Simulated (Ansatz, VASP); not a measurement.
**PtSe: VASP beside Ansatz**

INCAR

```
PREC     = Accurate       # precision mode
ENCUT    = 400            # plane-wave cutoff, eV
EDIFF    = 1E-8           # SCF threshold, eV
ISMEAR   = -1             # smearing method
SIGMA    = 0.05           # smearing width, eV
LREAL    = False          # projectors in reciprocal space
LASPH    = True           # aspherical terms in the spheres
NELM     = 120            # most SCF steps
ALGO     = Normal         # electronic algorithm
ISIF     = 2              # what is computed and relaxed
LWAVE    = False          # write WAVECAR
LCHARG   = False          # write CHGCAR
GGA      = PE             # functional
LEFG     = True         
NBANDS   = 15             # bands
GGA_COMPAT= False
```

KPOINTS

```
Automatic mesh
0
Gamma
  8 8 8
```

POSCAR

```
PtSe
1.0
    0.0000000000      2.7984111300      2.7984111300
    2.7984111300      0.0000000000      2.7984111300
    2.7984111300      2.7984111300      0.0000000000
Pt Se
1 1
Direct
    0.5000000000      0.5000000000      0.5000000000
    0.0000000000      0.0000000000      0.0000000000
```

input.yaml

```yaml
crystal:
  lattice:
    - [0.0, 2.79841113, 2.79841113]
    - [2.79841113, 0.0, 2.79841113]
    - [2.79841113, 2.79841113, 0.0]
  atoms:
    - { symbol: Pt, position: [0.5, 0.5, 0.5] }
    - { symbol: Se, position: [0.0, 0.0, 0.0] }
kpoints:
  mp_grid: { grid: [8, 8, 8] }
scf:
  occupations: { method: fermi_dirac, width: 0.05 }
hamiltonian:
  xc: pbe
  pseudopotentials: { kind: all_electron, datasets: crystal }
output:
  forces: true
  stress: true
  eigenvalues: true
  efg: {}
```

Alike in both runs: task electric field gradients; functional PBE; k mesh 8 × 8 × 8; occupations fermi-dirac, width 0.05 eV; no spin polarisation.

```csv
,VASP,Ansatz
version,VASP 6.6.1,Ansatz 0.2.0
potentials or method,"VASP PAW PBE potentials, release 64 (Pt, Se), cutoff 400 eV",all-electron PAW datasets made for the crystal
```

```csv
,VASP,Ansatz,Ansatz less VASP
gap on the k mesh at the Fermi level (eV),none,none,-
pressure (GPa),-14.6,-14.5,+0.11
```

A gap of «none» marks a metal or a gap that the smearing closes. Ansatz ran all-electron here, and VASP with PAW potentials.

Neither program's run includes spin-orbit coupling.
